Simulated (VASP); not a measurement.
Zn:

```
Zn
1.0
     1.48187    2.56667    0.00000
    -1.48187    2.56667    0.00000
     0.00000    0.00000    4.65314
Zn
2
Direct
  0.33333 0.33334 0.25000
  0.66666 0.66667 0.75000
```

Base run:

* Program: VASP 6.6.1
* Functional: PBE
* Potentials or basis: VASP PAW PBE potentials, release 64 (Zn)
* Cutoff: 520 eV
* k mesh: 7 × 7 × 4
* Occupations: fermi-dirac, width 0.1 eV
* Spin: no spin polarisation

Its results: band gap on the k mesh zero (bands 12 and 13 overlap by 2.44 eV); pressure -6.8 GPa.

**Question.** The run is repeated on the same cell with these changes: occupations from fermi-dirac, width 0.1 eV to tetrahedron; further incar settings from ALGO = Normal; EDIFF = 1e-07; NBANDS = 19 to ALGO = Normal; EDIFF = 1e-06; NBANDS = 19. What comes out?

**Answer.** Band gap on the k mesh zero (bands 12 and 13 overlap by 2.44 eV); pressure -8.7 GPa.

Caveats: the cell stands under tension; tetrahedron occupations give inexact forces and stress in metals (at least some runs).
